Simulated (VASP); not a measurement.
# SnO2 (Fm-3m) in VASP: a series of runs, part 2 of 2

VASP 6.6.1. The steps go on from the part before.

**6. Single point, LDA**

This run uses another cell than the first one, of 11.37 Å³/atom.

INCAR

```
PREC     = Accurate       # precision mode
ENCUT    = 520            # plane-wave cutoff, eV
EDIFF    = 1E-7           # SCF threshold, eV
ISMEAR   = -1             # smearing method
SIGMA    = 0.05           # smearing width, eV
LREAL    = False          # projectors in reciprocal space
LASPH    = True           # aspherical terms in the spheres
NELM     = 80             # most SCF steps
ALGO     = Normal         # electronic algorithm
ISIF     = 2              # what is computed and relaxed
LWAVE    = False          # write WAVECAR
LCHARG   = True           # write CHGCAR
LELF     = True           # ELF
LVHAR    = True         
NBANDS   = 20             # bands
```

KPOINTS

```
regular mesh
0
Gamma
  9 9 9
```

POSCAR

```
SnO2
1.0
    0.0000000000      2.5741500000      2.5741500000
    2.5741500000      0.0000000000      2.5741500000
    2.5741500000      2.5741500000      0.0000000000
Sn O
1 2
Direct
    0.0000000000      0.0000000000      0.0000000000
    0.7500000000      0.7500000000      0.7500000000
    0.2500000000      0.2500000000      0.2500000000
```

Potentials or basis: VASP PAW LDA potentials, release 64 (Sn_d, O).

Run with:

```console
> cat potpaw_LDA.64/Sn_d/POTCAR potpaw_LDA.64/O/POTCAR > POTCAR
> mpirun -np 1 vasp_std > vasp.out
```

OUTCAR:

```text
PREC = Accurate
   ENCUT = 520
   EDIFF = 1E-7
   ISMEAR = -1
   LREAL = False
   LASPH = True
   NELM = 80
   ISIF = 2

 ion  position               nearest neighbor table
   1  0.000  0.000  0.000-   2 2.23   3 2.23   2 2.23   2 2.23   2 2.23   3 2.23   3 2.23   3 2.23

   2  0.750  0.750  0.750-   1 2.23   1 2.23   1 2.23   1 2.23
   3  0.250  0.250  0.250-   1 2.23   1 2.23   1 2.23   1 2.23

  LATTYP: Found a face centered cubic cell.
 ALAT       =     5.1483000000

  Lattice vectors:

 A1 = (   0.0000000000,   2.5741500000,   2.5741500000)
[... 741 lines left out ...]
  FORCE on cell =-STRESS in cart. coord.  units (eV):
  Direction    XX          YY          ZZ          XY          YZ          ZX
  --------------------------------------------------------------------------------------
  -------------------------------------------------------------------------------------
  Total       -2.4483337     -2.4483337     -2.4483337      0.0000000      0.0000000      0.0000000
  in kB     -114.9872390   -114.9872390   -114.9872390      0.0000000      0.0000000      0.0000000
  external PRESSURE =    -114.9872390 kB  Pullay stress =       0.0000000 kB

 VOLUME and BASIS-vectors are now :
 -----------------------------------------------------------------------------
  energy-cutoff  :      520.00
  volume of cell :       34.11
      direct lattice vectors                 reciprocal lattice vectors
     0.000000000  2.574150000  2.574150000    -0.194238875  0.194238875  0.194238875
     2.574150000  0.000000000  2.574150000     0.194238875 -0.194238875  0.194238875
     2.574150000  2.574150000  0.000000000     0.194238875  0.194238875 -0.194238875

 POSITION                                       TOTAL-FORCE (eV/Angst)
 -----------------------------------------------------------------------------------
      0.00000      0.00000      0.00000         0.000000      0.000000      0.000000
      3.86123      3.86123      3.86123         0.000000      0.000000     -0.000000
      1.28707      1.28707      1.28707        -0.000000     -0.000000     -0.000000
 -----------------------------------------------------------------------------------
    total drift:                               -0.000000     -0.000000      0.000000

  FREE ENERGIE OF THE ION-ELECTRON SYSTEM (eV)
  ---------------------------------------------------
  free  energy   TOTEN  =       -20.4379934919 eV

  energy  without entropy=      -20.4372149409  energy(sigma->0) =      -20.43760422
```

OSZICAR:

```text
N       E                     dE             d eps       ncg     rms          rms(c)
DAV:   1     0.241352435030E+03    0.24135E+03   -0.13419E+04  1488   0.202E+03
DAV:   2     0.329191207329E+01   -0.23806E+03   -0.22653E+03  1464   0.491E+02
DAV:   3    -0.227439584577E+02   -0.26036E+02   -0.25695E+02  1596   0.137E+02
DAV:   4    -0.234731875581E+02   -0.72923E+00   -0.72841E+00  1572   0.238E+01
DAV:   5    -0.234889760092E+02   -0.15788E-01   -0.15787E-01  1764   0.366E+00    0.104E+01
DAV:   6    -0.205028420417E+02    0.29861E+01   -0.10922E+01  2140   0.579E+01    0.393E+00
DAV:   7    -0.204803110788E+02    0.22531E-01   -0.65135E-01  1500   0.607E+00    0.189E+00
DAV:   8    -0.204419619911E+02    0.38349E-01   -0.97249E-02  1588   0.269E+00    0.373E-01
DAV:   9    -0.204379116931E+02    0.40503E-02   -0.12091E-02  2188   0.138E+00    0.721E-02
DAV:  10    -0.204379925811E+02   -0.80888E-04   -0.91604E-04  1568   0.362E-01    0.295E-02
DAV:  11    -0.204379951783E+02   -0.25972E-05   -0.49099E-05  2088   0.111E-01    0.184E-02
DAV:  12    -0.204379935104E+02    0.16678E-05   -0.83857E-06  1792   0.261E-02    0.652E-03
DAV:  13    -0.204379934919E+02    0.18560E-07   -0.94094E-07  1556   0.722E-03
   1 F= -.20437993E+02 E0= -.20437604E+02  d E =-.778551E-03
```

Run time: 40 s. Hardware: 1 thread of Intel Xeon 8259CL, shared host; peak memory 0.15 GiB.

What came out:

```yaml
Free_energy: -20.4380 eV
Pressure: -11.5 GPa
Band_gap_on_the_k_mesh: zero (bands 13 and 14 overlap by 0.17 eV)
```

Levels at points of the mesh, in eV from the Fermi level:
```
           k point  band 9  band 10  band 11  band 12  band 13  band 14  band 15  band 16  band 17  band 18
(0.00, 0.00, 0.00)   -2.93    -2.93    -1.47    -1.47    -1.47    -0.38     6.58     6.58     6.58    12.64
```

Caveat: the cell stands under tension; semilocal functionals underestimate gaps, so a narrow gap can read as zero; spin-orbit coupling is left out, which moves the levels of the heavy elements.

**7. The runs side by side**

| level | potentials or basis | cell | smearing | gap on the mesh (eV) | pressure (GPa) |
| --- | --- | --- | --- | --- | --- |
| LDA | VASP PAW LDA potentials, release 64 (Sn_d, O) | a = 3.564 Å, angles 60.0°, 3 atoms | fermi-dirac 0.05 eV | 0.46 | 1.0 |
| PBEsol | VASP PAW PBE potentials, release 64 (Sn_d, O) | a = 3.596 Å, angles 60.0°, 3 atoms | fermi-dirac 0.05 eV | - | 0.5 |
| PBE | VASP PAW PBE potentials, release 64 (Sn_d, O) | a = 3.640 Å, angles 60.0°, 3 atoms | gaussian 0.011 eV | none | 0.1 |
| PBE | VASP PAW PBE potentials, release 64 (Sn_d, O) | a = 3.637 Å, angles 60.0°, 3 atoms | fermi-dirac 0.05 eV | none | 0.6 |
| LDA | VASP PAW LDA potentials, release 64 (Sn_d, O) | a = 3.640 Å, angles 60.0°, 3 atoms | fermi-dirac 0.05 eV | none | -11.5 |

Alike in all rows: task single point; no spin polarisation; k mesh 9 × 9 × 9; cutoff (eV) 520.

Caveats: spin-orbit coupling is left out, which moves the levels of the heavy elements; semilocal functionals underestimate gaps, so a narrow gap can read as zero (at least some runs); an odd mesh through Γ misses points on the zone boundary, where band edges can lie (at least some runs); the PAW data sets were made with another functional, which shifts forces and pressure a little (at least some runs); the cell stands under tension (at least some runs).

Absolute energies hang on the potentials; compare differences alone.
